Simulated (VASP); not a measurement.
# Cd3S2 (Pm-3m) in VASP: a series of runs

The runs below take Cd3S2 through relaxation of cell and atoms, with PBE.

Program: VASP 6.6.1. These are calculated values, not measurements. Logs are shortened: lines on timing, memory, paths and dates and some standing lists are left out, and cuts for length are marked.

**1. The cell of the first run**

The structure is cubic, space group Pm-3m (No. 221). Conventional cell: a = 5.173 Å, b = 5.173 Å, c = 5.173 Å, α = 90.00°, β = 90.00°, γ = 90.00°. Within 3.4 Å of Cd (site symmetry 4/mmm) lie 2 S at 2.59 Å. S (site symmetry m-3m) has 12 Cd at 3.66 Å and 8 S at 4.48 Å within 4.8 Å. Within 3.4 Å of S (site symmetry m-3m) lie 6 Cd at 2.59 Å.

**2. Relaxation of cell and atoms, PBE**

The input, INCAR:

```
PREC = Accurate
ENCUT = 600
EDIFF = 1E-7
ISMEAR = 0
SIGMA = 0.1
LREAL = False
LASPH = True
NELM = 80
ALGO = Normal
ISIF = 3
LWAVE = False
LCHARG = False
GGA = PE
IBRION = 2
NSW = 90
EDIFFG = -0.04
```

The input, KPOINTS:

```
Automatic mesh
0
Gamma
  4 4 4
```

The input, POSCAR:

```
Cd3S2
1.0
    5.1726026100      0.0000000000      0.0000000000
    0.0000000000      5.1726026100      0.0000000000
    0.0000000000      0.0000000000      5.1726026100
Cd S
3 2
Direct
    0.0000000000      0.5000000000      0.5000000000
    0.5000000000      0.0000000000      0.5000000000
    0.5000000000      0.5000000000      0.0000000000
    0.0000000000      0.0000000000      0.0000000000
    0.5000000000      0.5000000000      0.5000000000
```

Potentials or basis: VASP PAW PBE potentials, release 64 (Cd, S).

On the command line:

```sh
cat potpaw_PBE.64/Cd/POTCAR potpaw_PBE.64/S/POTCAR > POTCAR
mpirun -np 1 vasp_std > vasp.out
```

OUTCAR:

```text
PREC = Accurate
   ENCUT = 600
   EDIFF = 1E-7
   ISMEAR = 0
   LREAL = False
   LASPH = True
   NELM = 80
   ISIF = 3
   GGA = PE
   IBRION = 2
   NSW = 90
   EDIFFG = -0.04

 ion  position               nearest neighbor table
   1  0.000  0.500  0.500-   5 2.59   5 2.59   2 3.66   3 3.66   2 3.66   2 3.66   3 3.66   3 3.66
                             3 3.66   2 3.66
   2  0.500  0.000  0.500-   5 2.59   5 2.59   1 3.66   3 3.66   1 3.66   3 3.66   3 3.66   3 3.66
                             1 3.66   1 3.66
   3  0.500  0.500  0.000-   5 2.59   5 2.59   1 3.66   1 3.66   2 3.66   2 3.66   2 3.66   2 3.66
                             1 3.66   1 3.66
   4  0.000  0.000  0.000-
   5  0.500  0.500  0.500-   1 2.59   2 2.59   3 2.59   3 2.59   2 2.59   1 2.59

  LATTYP: Found a simple cubic cell.
 ALAT       =     5.1726026100

  Lattice vectors:

 A1 = (   5.1726026100,   0.0000000000,   0.0000000000)
 A2 = (   0.0000000000,   5.1726026100,   0.0000000000)
 A3 = (   0.0000000000,   0.0000000000,   5.1726026100)

Analysis of symmetry for initial positions (statically):
=====================================================================
 Subroutine PRICEL returns:
 Original cell was already a primitive cell.

 Routine SETGRP: Setting up the symmetry group for a
 simple cubic supercell.

 Subroutine GETGRP returns: Found 48 space group operations
 (whereof 48 operations were pure point group operations)
 out of a pool of 48 trial point group operations.

The static configuration has the point symmetry O_h .

Analysis of symmetry for dynamics (positions and initial velocities):
=====================================================================
 Subroutine PRICEL returns:
 Original cell was already a primitive cell.

 Routine SETGRP: Setting up the symmetry group for a
 simple cubic supercell.

 Subroutine GETGRP returns: Found 48 space group operations
 (whereof 48 operations were pure point group operations)
 out of a pool of 48 trial point group operations.

The dynamic configuration has the point symmetry O_h .

 Subroutine INISYM returns: Found 48 space group operations
 (whereof 48 operations are pure point group operations),
[... 147 lines left out ...]
  external PRESSURE =      -5.6555963 kB  Pullay stress =       0.0000000 kB

 VOLUME and BASIS-vectors are now :
 -----------------------------------------------------------------------------
  energy-cutoff  :      600.00
  volume of cell :      138.40
      direct lattice vectors                 reciprocal lattice vectors
     5.172602610  0.000000000  0.000000000     0.193326276  0.000000000  0.000000000
     0.000000000  5.172602610  0.000000000     0.000000000  0.193326276  0.000000000
     0.000000000  0.000000000  5.172602610     0.000000000  0.000000000  0.193326276

 POSITION                                       TOTAL-FORCE (eV/Angst)
 -----------------------------------------------------------------------------------
      0.00000      2.58630      2.58630         0.000000      0.000000      0.000000
      2.58630      0.00000      2.58630         0.000000      0.000000      0.000000
      2.58630      2.58630      0.00000         0.000000      0.000000      0.000000
      0.00000      0.00000      0.00000         0.000000      0.000000      0.000000
      2.58630      2.58630      2.58630         0.000000      0.000000      0.000000
 -----------------------------------------------------------------------------------
    total drift:                                0.000000     -0.000000      0.000000

  FREE ENERGIE OF THE ION-ELECTRON SYSTEM (eV)
  ---------------------------------------------------
  free  energy   TOTEN  =        -9.1726151764 eV

  energy  without entropy=       -9.1595578386  energy(sigma->0) =       -9.16608651

--------------------------------------- Ionic step        2  -------------------------------------------

 number of electron      48.0000004 magnetization

 Free energy of the ion-electron system (eV)
  ---------------------------------------------------
  ext. energy  EPLUGINS =         0.00000000
  ---------------------------------------------------
  free energy    TOTEN  =        -9.17653733 eV

  energy without entropy =       -9.16320919  energy(sigma->0) =       -9.16987326

 E-fermi :   2.0958     XC(G=0):  -9.1487

 val. band max:        2.0045766045   @ k =   0.2500   0.2500   0.0000
 cond. band min:       2.1774213349   @ k =   0.5000   0.2500   0.2500
 fundamental gap:      0.1728447304
 Fermi energy:         2.0957557951

 k-point     1 :       0.0000    0.0000    0.0000
  band No.  band energies     occupation
      1     -13.0136      2.00000
      2      -9.3124      2.00000
      3      -7.2061      2.00000
      4      -7.2061      2.00000
      5      -7.2061      2.00000
      6      -6.9960      2.00000
[... 299 lines left out ...]
     27       4.3640      0.00000
     28       4.3640      0.00000

------------------------ aborting loop because EDIFF is reached ----------------------------------------

  FORCE on cell =-STRESS in cart. coord.  units (eV):
  Direction    XX          YY          ZZ          XY          YZ          ZX
  --------------------------------------------------------------------------------------
  -------------------------------------------------------------------------------------
  Total       -0.0650994     -0.0650994     -0.0650994      0.0000000      0.0000000      0.0000000
  in kB       -0.7643923     -0.7643923     -0.7643923      0.0000000      0.0000000      0.0000000
  external PRESSURE =      -0.7643923 kB  Pullay stress =       0.0000000 kB

 VOLUME and BASIS-vectors are now :
 -----------------------------------------------------------------------------
  energy-cutoff  :      600.00
  volume of cell :      136.45
      direct lattice vectors                 reciprocal lattice vectors
     5.148220827  0.000000000  0.000000000     0.194241862  0.000000000  0.000000000
    -0.000000000  5.148220827 -0.000000000    -0.000000000  0.194241862  0.000000000
     0.000000000  0.000000000  5.148220827    -0.000000000  0.000000000  0.194241862

 POSITION                                       TOTAL-FORCE (eV/Angst)
 -----------------------------------------------------------------------------------
     -0.00000      2.57411      2.57411         0.000000      0.000000      0.000000
      2.57411      0.00000      2.57411        -0.000000      0.000000      0.000000
      2.57411      2.57411     -0.00000        -0.000000      0.000000      0.000000
      0.00000      0.00000      0.00000        -0.000000      0.000000      0.000000
      2.57411      2.57411      2.57411         0.000000      0.000000      0.000000
 -----------------------------------------------------------------------------------
    total drift:                                0.000000     -0.000000      0.000000

  FREE ENERGIE OF THE ION-ELECTRON SYSTEM (eV)
  ---------------------------------------------------
  free  energy   TOTEN  =        -9.1765373300 eV

  energy  without entropy=       -9.1632091935  energy(sigma->0) =       -9.16987326

 reached required accuracy - stopping structural energy minimisation
```

OSZICAR:

```text
N       E                     dE             d eps       ncg     rms          rms(c)
DAV:   1     0.365206783896E+03    0.36521E+03   -0.25149E+04   560   0.174E+03
DAV:   2     0.137939431053E+02   -0.35141E+03   -0.34021E+03   596   0.404E+02
DAV:   3    -0.107568750772E+02   -0.24551E+02   -0.23733E+02   672   0.961E+01
[... 16 lines left out ...]
DAV:   4    -0.917657730962E+01    0.89656E-03   -0.14510E-03   592   0.279E-01    0.776E-02
DAV:   5    -0.917652617726E+01    0.51132E-04   -0.25069E-04   640   0.135E-01    0.328E-02
DAV:   6    -0.917653376490E+01   -0.75876E-05   -0.23393E-05   604   0.299E-02    0.234E-02
DAV:   7    -0.917653732851E+01   -0.35636E-05   -0.36965E-06   608   0.155E-02    0.499E-03
DAV:   8    -0.917653732995E+01   -0.14415E-08   -0.13727E-07   436   0.233E-03
   2 F= -.91765373E+01 E0= -.91698733E+01  d E =-.392215E-02
```

CONTCAR:

```text
Cd3S2
   1.00000000000000
     5.1482208267175533    0.0000000000000000    0.0000000000000000
    -0.0000000000000000    5.1482208267175533   -0.0000000000000000
     0.0000000000000000    0.0000000000000000    5.1482208267175533
  Cd              S
     3     2
Direct
     0.0000000000000000    0.5000000000000000    0.5000000000000000
     0.5000000000000000    0.0000000000000000    0.5000000000000000
     0.5000000000000000    0.5000000000000000    0.0000000000000000
     0.0000000000000000    0.0000000000000000    0.0000000000000000
     0.5000000000000000    0.5000000000000000    0.5000000000000000

  0.00000000E+00  0.00000000E+00  0.00000000E+00
  0.00000000E+00  0.00000000E+00  0.00000000E+00
  0.00000000E+00  0.00000000E+00  0.00000000E+00
  0.00000000E+00  0.00000000E+00  0.00000000E+00
  0.00000000E+00  0.00000000E+00  0.00000000E+00
```

It took 63 s on 1 thread of Intel Xeon 6975P-C (Granite Rapids), shared host; peak memory 0.26 GiB.

What came out:

```
Free energy                            : -9.1765 eV
Relaxed volume                         : 27.29 Å³/atom
Relaxed cell                           : a = 5.148 Å, b = 5.148 Å, c = 5.148 Å, α = 90.00°, β = 90.00°, γ = 90.00°
Space group after relaxing (to 0.05 Å) : Pm-3m (No. 221)
Energy gained by relaxing              : 0.8 meV/atom
Ionic steps                            : 2
Pressure after relaxing                : -0.1 GPa
Band gap on the k mesh                 : zero (band 24 reaches 4.16 eV, above the bottom of band 25 at 1.00 eV)
```

Step by step:
```tsv
step	energy change (eV)	largest force (eV/Å)	pressure (GPa)	volume (Å³)
1	0.0000	0.0000	-0.57	138.40
2	-0.0039	0.0000	-0.08	136.45
```

Final structure:
```
CELL_PARAMETERS angstrom
5.14822 0.00000 0.00000
0.00000 5.14822 0.00000
0.00000 0.00000 5.14822
ATOMIC_POSITIONS crystal
Cd 0.00000 0.50000 0.50000
Cd 0.50000 0.00000 0.50000
Cd 0.50000 0.50000 0.00000
S 0.00000 0.00000 0.00000
S 0.50000 0.50000 0.50000
```

Levels at points of the mesh, in eV from the Fermi level:
```tsv
k point	band 21	band 22	band 23	band 24	band 25	band 26	band 27	band 28
(0.00, 0.00, 0.00)	-2.71	-1.61	-1.61	-1.61	-1.10	-1.10	4.79	4.79
(0.50, 0.00, 0.00)	-3.52	-1.59	-1.59	-0.79	0.37	1.31	2.85	3.60
(0.50, 0.50, 0.00)	-1.70	-1.67	-1.67	-1.34	0.15	2.60	2.63	2.63
(0.50, 0.50, 0.50)	-2.62	-2.62	-2.62	2.07	2.07	2.07	2.27	2.27
```

**3. Relaxation of cell and atoms, PBE**

This run uses another cell than the first one, of 27.21 Å³/atom, 0.983 times its volume.

The input, INCAR:

```
SYSTEM = Cd3S2
ALGO = Normal
EDIFF = 1E-7
EDIFFG = -0.01
ENCUT = 600
GGA = PE
IBRION = 2
ISIF = 3
ISMEAR = 0
LASPH = .True.
LCHARG = .False.
LREAL = .False.
LWAVE = .False.
NELM = 100
NSW = 100
PREC = Accurate
SIGMA = 0.1
```

The input, KPOINTS:

```
k-points
0
Gamma
  8 8 8
  0 0 0
```

POSCAR, as its differences from that of step 2:

```diff
@@ -2,5 +2,5 @@
 1.0
-    5.1726026100      0.0000000000      0.0000000000
-    0.0000000000      5.1726026100      0.0000000000
-    0.0000000000      0.0000000000      5.1726026100
+    5.1432053520      0.0000000000      0.0000000000
+    0.0000000000      5.1432053520      0.0000000000
+    0.0000000000      0.0000000000      5.1432053520
 Cd S
```

Potentials or basis: VASP PAW PBE potentials, release 64 (Cd, S).

On the command line:

```sh
cat potpaw_PBE.64/Cd/POTCAR potpaw_PBE.64/S/POTCAR > POTCAR
mpirun -np 1 vasp_std > vasp.out
```

Run time: 2.9 min. Hardware: 1 thread of Intel Xeon 6975P-C (Granite Rapids), shared host; peak memory 0.33 GiB.

Results (log left out):

| Item | Value |
| --- | --- |
| Free energy | -9.3104 eV |
| Relaxed volume | 27.09 Å³/atom |
| Relaxed cell | a = 5.136 Å, b = 5.136 Å, c = 5.136 Å, α = 90.00°, β = 90.00°, γ = 90.00° |
| Space group after relaxing (to 0.05 Å) | Pm-3m (No. 221) |
| Energy gained by relaxing | 0.1 meV/atom |
| Ionic steps | 2 |
| Pressure after relaxing | 0.0 GPa |
| Band gap on the k mesh | zero (band 24 reaches 4.22 eV, above the bottom of band 25 at 1.07 eV) |

Step by step:
```
step  energy change (eV)  largest force (eV/Å)  pressure (GPa)  volume (Å³)
   1              0.0000                0.0000           -0.18       136.05
   2             -0.0004                0.0000           -0.02       135.45
```

Final structure:
```
CELL_PARAMETERS angstrom
5.13568 0.00000 0.00000
0.00000 5.13568 0.00000
0.00000 0.00000 5.13568
ATOMIC_POSITIONS crystal
Cd 0.00000 0.50000 0.50000
Cd 0.50000 0.00000 0.50000
Cd 0.50000 0.50000 0.00000
S 0.00000 0.00000 0.00000
S 0.50000 0.50000 0.50000
```

Levels at points of the mesh, in eV from the Fermi level:
```tsv
k point	band 20	band 21	band 22	band 23	band 24	band 25	band 26	band 27	band 28
(0.00, 0.00, 0.00)	-5.23	-2.58	-1.52	-1.52	-1.52	-0.96	-0.96	4.93	4.93
(0.50, 0.00, 0.00)	-4.85	-3.41	-1.50	-1.50	-0.64	0.50	1.43	2.99	3.73
(0.50, 0.50, 0.00)	-4.54	-1.58	-1.58	-1.56	-1.24	0.27	2.73	2.77	2.77
(0.50, 0.50, 0.50)	-4.92	-2.53	-2.53	-2.53	2.20	2.20	2.20	2.40	2.40
```
